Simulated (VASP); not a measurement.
# Na2S (Fm-3m) in VASP: notebook

Na2S is run at these levels: PBE, revPBE, BLYP, r2SCAN; tasks: single point.

Everything below comes from runs of VASP 6.6.1. Logs are shortened: lines on timing, memory, paths and dates and some standing lists are left out, and cuts for length are marked.

### Step 1. The cell of the first run

It takes space group Fm-3m (No. 225, cubic). Conventional cell: a = 6.547 Å, b = 6.547 Å, c = 6.547 Å, α = 90.00°, β = 90.00°, γ = 90.00°. Within 3.7 Å of Na (site symmetry -43m) lie 4 S at 2.83 Å and 6 Na at 3.27 Å. Within 3.7 Å of S (site symmetry m-3m) lie 8 Na at 2.83 Å.

### Step 2. Single point, PBE

Contents of INCAR:

```
ALGO = Normal ; EDIFF = 1E-6
ENCUT = 500 ; GGA = PE
GGA_COMPAT = F ; ISIF = 2
ISMEAR = 0 ; LASPH = T
LCHARG = F ; LREAL = F
LWAVE = F ; NBANDS = 17
NELM = 120 ; PREC = Accurate
SIGMA = 0.01
```

Contents of KPOINTS:

```
k-points
0
Gamma
  6 6 6
```

Contents of POSCAR:

```
Na2S
1.0
    0.0000000000      3.2735000000      3.2735000000
    3.2735000000      0.0000000000      3.2735000000
    3.2735000000      3.2735000000      0.0000000000
Na S
2 1
Direct
    0.2500000000      0.2500000000      0.2500000000
    0.7500000000      0.7500000000      0.7500000000
    0.0000000000      0.0000000000      0.0000000000
```

Potentials or basis: VASP PAW PBE potentials, release 64 (Na_pv, S).

Command:

```bash
$ cat potpaw_PBE.64/Na_pv/POTCAR potpaw_PBE.64/S/POTCAR > POTCAR
$ mpirun -np 1 vasp_std > vasp.out
```

OUTCAR:

```text
EDIFF = 1E-6
   ENCUT = 500
   GGA = PE
   ISIF = 2
   ISMEAR = 0
   LASPH = T
   LREAL = F
   NELM = 120
   PREC = Accurate

 ion  position               nearest neighbor table
   1  0.250  0.250  0.250-
   2  0.750  0.750  0.750-
   3  0.000  0.000  0.000-

  LATTYP: Found a face centered cubic cell.
 ALAT       =     6.5470000000

  Lattice vectors:

 A1 = (   0.0000000000,   3.2735000000,   3.2735000000)
 A2 = (   3.2735000000,   0.0000000000,   3.2735000000)
 A3 = (   3.2735000000,   3.2735000000,   0.0000000000)

Analysis of symmetry for initial positions (statically):
=====================================================================
 Subroutine PRICEL returns:
 Original cell was already a primitive cell.

 Routine SETGRP: Setting up the symmetry group for a
 face centered cubic supercell.

 Subroutine GETGRP returns: Found 48 space group operations
 (whereof 48 operations were pure point group operations)
 out of a pool of 48 trial point group operations.

The static configuration has the point symmetry O_h .

Analysis of symmetry for dynamics (positions and initial velocities):
=====================================================================
 Subroutine PRICEL returns:
 Original cell was already a primitive cell.

 Routine SETGRP: Setting up the symmetry group for a
 face centered cubic supercell.

 Subroutine GETGRP returns: Found 48 space group operations
 (whereof 48 operations were pure point group operations)
 out of a pool of 48 trial point group operations.

The dynamic configuration has the point symmetry O_h .

 Subroutine INISYM returns: Found 48 space group operations
 (whereof 48 operations are pure point group operations),
 and found     1 'primitive' translations

----------------------------------------------------------------------------------------

                                     Primitive cell

  volume of cell :      70.1564

  direct lattice vectors                    reciprocal lattice vectors
     0.000000000  3.273500000  3.273500000    -0.152741714  0.152741714  0.152741714
     3.273500000  0.000000000  3.273500000     0.152741714 -0.152741714  0.152741714
     3.273500000  3.273500000  0.000000000     0.152741714  0.152741714 -0.152741714

  length of vectors
     4.629428096  4.629428096  4.629428096     0.264556409  0.264556409  0.264556409

  position of ions in fractional coordinates (direct lattice)
     0.250000000  0.250000000  0.250000000
     0.750000000  0.750000000  0.750000000
     0.000000000  0.000000000  0.000000000
[... 70 lines left out ...]
   LREAL  =      F    real-space projection
   EDIFFG = 0.1E-04   stopping-criterion for IOM
   NSW    =      0    number of steps for IOM
   IBRION =     -1    ionic relax: 0-MD 1-quasi-New 2-CG
   NFREE  =      0    steps in history (QN), initial steepest desc. (CG)
   ISIF   =      2    stress and relaxation
   ISYM   =      2    0-nonsym 1-usesym 2-fastsym
   POTIM  = 0.5000    time-step for ionic-motion
   TEBEG  =    0.0;   TEEND  =   0.0 temperature during run
   PSTRESS=    0.0 pullay stress
   NELECT =      20.0000    total number of electrons
   NUPDOWN=      -1.0000    fix difference up-down
   EMIN   =  10.00;   EMAX   =-10.00  energy-range for DOS
   EFERMI =   0.00;   METHOD = LEGACY
   ISMEAR =     0;   SIGMA  =   0.01  broadening in eV -4-tet -1-fermi 0-gaus
   EFERMI_NEDOS =   21; number of points for ismear=-14 and -15
   IALGO  =     38    algorithm
   IMIX   =      4    mixing-type and parameters
     AMIX     =   0.40;   BMIX     =  1.00
     AMIX_MAG =   1.60;   BMIX_MAG =  1.00
  volume/ion in A,a.u.               =      23.39       157.81
  Fermi-wavevector in a.u.,A,eV,Ry     =   1.077447  2.036079 15.794888  1.160892
  Thomas-Fermi vector in A             =   2.213359
   LORBIT       =      0    0 simple, 1 ext, 2 COOP (PROOUT), +10 PAW based schemes
   GGA     = PE    functional components
   LHFCALC =     F    Hartree Fock is set to
   AEXX    =    0.0000 exact exchange contribution
   IVDW    =     0    specifies the selected vdW correction
   LEPSILON=     F    determine dielectric tensor
   LRPA    =     F    only Hartree local field effects (RPA)
 non-spin polarized calculation
 Gauss-broadening in eV      SIGMA  =   0.01
  energy-cutoff  :      500.00
  volume of cell :       70.16
 maximum number of plane-waves:      1807
 NGX is ok and might be reduce to    36
   NGX = 17   NGY = 17   NGZ = 17

 number of electron      19.9999989 magnetization

 Free energy of the ion-electron system (eV)
  ---------------------------------------------------
  ext. energy  EPLUGINS =         0.00000000
  ---------------------------------------------------
  free energy    TOTEN  =        -9.97529159 eV

  energy without entropy =       -9.97529159  energy(sigma->0) =       -9.97529159

 E-fermi :   0.2175     XC(G=0):  -7.8119

 val. band max:        0.1759161616   @ k =   0.0000   0.0000   0.0000
 cond. band min:       2.6536291225   @ k =   0.0000   0.0000   0.0000
 fundamental gap:      2.4777129609
 Fermi energy:         0.2175350744

 k-point     1 :       0.0000    0.0000    0.0000
  band No.  band energies     occupation
      1     -22.0706      2.00000
      2     -22.0706      2.00000
      3     -22.0706      2.00000
      4     -22.0175      2.00000
      5     -22.0175      2.00000
      6     -22.0175      2.00000
[... 297 lines left out ...]
      4     -22.0282      2.00000
      5     -22.0088      2.00000
      6     -22.0055      2.00000
[... 9 lines left out ...]
     16      11.3245      0.00000
     17      12.0896      0.00000

------------------------ aborting loop because EDIFF is reached ----------------------------------------

  FORCE on cell =-STRESS in cart. coord.  units (eV):
  Direction    XX          YY          ZZ          XY          YZ          ZX
  --------------------------------------------------------------------------------------
  -------------------------------------------------------------------------------------
  Total        0.1279557      0.1279557      0.1279557      0.0000000     -0.0000000      0.0000000
  in kB        2.9221549      2.9221549      2.9221549      0.0000000     -0.0000000      0.0000000
  external PRESSURE =       2.9221549 kB  Pullay stress =       0.0000000 kB

 VOLUME and BASIS-vectors are now :
 -----------------------------------------------------------------------------
  energy-cutoff  :      500.00
  volume of cell :       70.16
      direct lattice vectors                 reciprocal lattice vectors
     0.000000000  3.273500000  3.273500000    -0.152741714  0.152741714  0.152741714
     3.273500000  0.000000000  3.273500000     0.152741714 -0.152741714  0.152741714
     3.273500000  3.273500000  0.000000000     0.152741714  0.152741714 -0.152741714

 POSITION                                       TOTAL-FORCE (eV/Angst)
 -----------------------------------------------------------------------------------
      1.63675      1.63675      1.63675        -0.000000     -0.000000     -0.000000
      4.91025      4.91025      4.91025         0.000000      0.000000      0.000000
      0.00000      0.00000      0.00000         0.000000     -0.000000      0.000000
 -----------------------------------------------------------------------------------
    total drift:                                0.000000      0.000000      0.000000

  FREE ENERGIE OF THE ION-ELECTRON SYSTEM (eV)
  ---------------------------------------------------
  free  energy   TOTEN  =        -9.9752915858 eV

  energy  without entropy=       -9.9752915858  energy(sigma->0) =       -9.97529159
```

stdout:

```text
POSCAR found type information on POSCAR NaS
 POSCAR found :  2 types and       3 ions
 scaLAPACK will be used
 LDA part: xc-table for (Slater+PW92), standard interpolation
 POSCAR, INCAR and KPOINTS ok, starting setup
 FFT: planning ... GRIDC
 FFT: planning ... GRID_SOFT
 FFT: planning ... GRID
 WAVECAR not read
 entering main loop
```

Wall time 37 s (1 thread of Intel Xeon 8259CL, shared host); peak memory 0.19 GiB.

What came out:

* Free energy: -9.9753 eV
* Pressure: 0.3 GPa
* Band gap on the k mesh: 2.48 eV, direct

Levels at points of the mesh, in eV from the valence-band top:
```csv
k point,band 6,band 7,band 8,band 9,band 10,band 11,band 12,band 13,band 14,band 15
"(0.00, 0.00, 0.00)",-22.19,-10.14,0.00,0.00,0.00,2.48,7.73,7.73,7.73,9.35
"(0.50, 0.00, 0.00)",-22.22,-9.89,-1.64,-0.13,-0.13,4.78,6.44,7.14,7.14,11.15
"(0.50, 0.50, 0.00)",-22.18,-9.82,-1.46,-0.46,-0.46,3.85,6.00,8.43,9.75,9.75
```

### Step 3. Single point, revPBE

Contents of INCAR:

```
SYSTEM = Na2S
ALGO = Normal ; EDIFF = 1E-6
ENCUT = 500 ; GGA = RE
GGA_COMPAT = .False. ; ISIF = 2
ISMEAR = 0 ; LASPH = .True.
LCHARG = .False. ; LREAL = .False.
LWAVE = .False. ; NBANDS = 17
NELM = 120 ; PREC = Accurate
SIGMA = 0.01
```

Contents of KPOINTS:

```
k-points
0
Gamma
  6 6 6
  0 0 0
```

POSCAR is that of step 2.

Potentials or basis: VASP PAW PBE potentials, release 64 (Na_pv, S).

Command:

```bash
$ cat potpaw_PBE.64/Na_pv/POTCAR potpaw_PBE.64/S/POTCAR > POTCAR
$ mpirun -np 1 vasp_std > vasp.out
```

Wall time 40 s (1 thread of Intel Xeon 8259CL, shared host); peak memory 0.19 GiB.

The run converged. Its results:

```
Free energy            : -9.4483 eV
Pressure               : 1.5 GPa
Band gap on the k mesh : 2.66 eV, direct
```

Levels at points of the mesh, in eV from the valence-band top:
| k point | band 6 | band 7 | band 8 | band 9 | band 10 | band 11 | band 12 | band 13 | band 14 | band 15 |
| --- | --- | --- | --- | --- | --- | --- | --- | --- | --- | --- |
| (0.00, 0.00, 0.00) | -22.22 | -10.12 | 0.00 | 0.00 | 0.00 | 2.66 | 7.85 | 7.85 | 7.85 | 9.41 |
| (0.50, 0.00, 0.00) | -22.25 | -9.88 | -1.59 | -0.13 | -0.13 | 4.95 | 6.59 | 7.26 | 7.26 | 11.36 |
| (0.50, 0.50, 0.00) | -22.21 | -9.81 | -1.43 | -0.44 | -0.44 | 4.00 | 6.15 | 8.60 | 9.93 | 9.93 |

Caveat: the PAW data sets were made with another functional, which shifts forces and pressure a little.

### Step 4. Single point, BLYP

Contents of INCAR:

```
PREC     = Accurate       # precision mode
ENCUT    = 500            # plane-wave cutoff, eV
EDIFF    = 1E-6           # SCF threshold, eV
ISMEAR   = 0              # smearing method
SIGMA    = 0.01           # smearing width, eV
LREAL    = F              # projectors in reciprocal space
LASPH    = T              # aspherical terms in the spheres
NELM     = 120            # most SCF steps
ALGO     = Normal         # electronic algorithm
ISIF     = 2              # what is computed and relaxed
LWAVE    = F              # write WAVECAR
LCHARG   = F              # write CHGCAR
GGA      = B5             # functional
ALDAX    = 1.0          
AGGAX    = 1.0          
AGGAC    = 1.0          
ALDAC    = 0.0          
NBANDS   = 17             # bands
GGA_COMPAT= F
```

Contents of KPOINTS:

```
regular mesh
0
Gamma
  6 6 6
```

POSCAR is that of step 3.

Command:

```bash
$ cat potpaw_PBE.64/Na_pv/POTCAR potpaw_PBE.64/S/POTCAR > POTCAR
$ mpirun -np 1 vasp_std > vasp.out
```

Run time: 53 s. Hardware: 1 thread of Intel Xeon 8259CL, shared host; peak memory 0.19 GiB.

The run converged. Its results:

```
Free energy            : -9.2132 eV
Pressure               : 1.0 GPa
Band gap on the k mesh : 2.58 eV, direct
```

Levels at points of the mesh, in eV from the valence-band top:
| k point | band 6 | band 7 | band 8 | band 9 | band 10 | band 11 | band 12 | band 13 | band 14 | band 15 |
| --- | --- | --- | --- | --- | --- | --- | --- | --- | --- | --- |
| (0.00, 0.00, 0.00) | -22.54 | -10.13 | 0.00 | 0.00 | 0.00 | 2.58 | 7.76 | 7.76 | 7.76 | 9.39 |
| (0.50, 0.00, 0.00) | -22.57 | -9.89 | -1.61 | -0.13 | -0.13 | 4.78 | 6.67 | 7.20 | 7.20 | 11.14 |
| (0.50, 0.50, 0.00) | -22.53 | -9.82 | -1.46 | -0.45 | -0.45 | 4.06 | 5.96 | 8.42 | 9.82 | 9.82 |

Caveat: the PAW data sets were made with another functional, which shifts forces and pressure a little.

### Step 5. Single point, r2SCAN

POSCAR is that of step 4.

Contents of INCAR.step1:

```
ALGO = Normal ; EDIFF = 1E-5
ENCUT = 550 ; GGA = PE
GGA_COMPAT = F ; ISMEAR = 0
LASPH = T ; LCHARG = F
LREAL = F ; LWAVE = T
NBANDS = 17 ; NELM = 120
PREC = Accurate ; SIGMA = 0.01
```

Contents of INCAR.step2:

```
ALGO = Normal ; EDIFF = 1E-6
ENCUT = 550 ; GGA_COMPAT = F
ISIF = 2 ; ISMEAR = 0
ISTART = 1 ; LASPH = T
LCHARG = T ; LELF = T
LMIXTAU = T ; LREAL = F
LVHAR = T ; LWAVE = F
METAGGA = R2SCAN ; NBANDS = 17
NELM = 120 ; PREC = Accurate
SIGMA = 0.01
```

Contents of KPOINTS:

```
k-points
0
Gamma
  6 6 6
```

Command:

```bash
$ cat potpaw_PBE.64/Na_pv/POTCAR potpaw_PBE.64/S/POTCAR > POTCAR
$ cp INCAR.step1 INCAR
$ mpirun -np 1 vasp_std > vasp.out
$ cp INCAR.step2 INCAR
$ mpirun -np 1 vasp_std > vasp.out
```

Wall time 2.7 min (1 thread of Intel Xeon 8259CL, shared host); peak memory 0.2 GiB.

The run converged. Its results:

| Quantity | Value |
| --- | --- |
| Free energy | -18.9644 eV |
| Pressure | -0.6 GPa |
| Band gap on the k mesh | 3.05 eV, direct |

Levels at points of the mesh, in eV from the valence-band top:
```tsv
k point	band 6	band 7	band 8	band 9	band 10	band 11	band 12	band 13	band 14	band 15
(0.00, 0.00, 0.00)	-23.01	-10.55	0.00	0.00	0.00	3.05	8.41	8.41	8.41	9.82
(0.50, 0.00, 0.00)	-23.04	-10.31	-1.60	-0.12	-0.12	5.49	6.91	7.65	7.65	12.02
(0.50, 0.50, 0.00)	-23.00	-10.23	-1.41	-0.45	-0.45	4.19	6.72	9.29	10.50	10.50
```

Caveat: the PAW data sets were made with another functional, which shifts forces and pressure a little. r2SCAN opens gaps a little over a GGA but as a rule still falls short of measured ones.

### Step 6. The runs side by side

```tsv
level	cutoff (eV)	gap on the mesh (eV)	pressure (GPa)
PBE	500	2.48	0.3
revPBE	500	2.66	1.5
BLYP	500	2.58	1.0
r2SCAN	550	3.05	-0.6
```

Alike in all rows: task single point; potentials or basis VASP PAW PBE potentials, release 64 (Na_pv, S); no spin polarisation; cell as given; k mesh 6 × 6 × 6; smearing gaussian 0.01 eV.

On the cell as given the gap runs from 2.48 eV (PBE) to 3.05 eV (r2SCAN). The pressure there spans -0.6 GPa (r2SCAN) to 1.5 GPa (revPBE); a positive pressure means that this level wants a larger cell, a negative one a smaller.

Caveats: the PAW data sets were made with another functional, which shifts forces and pressure a little (some runs).

Total energies depend on the potentials used, so only differences within one code and one set of settings carry meaning.
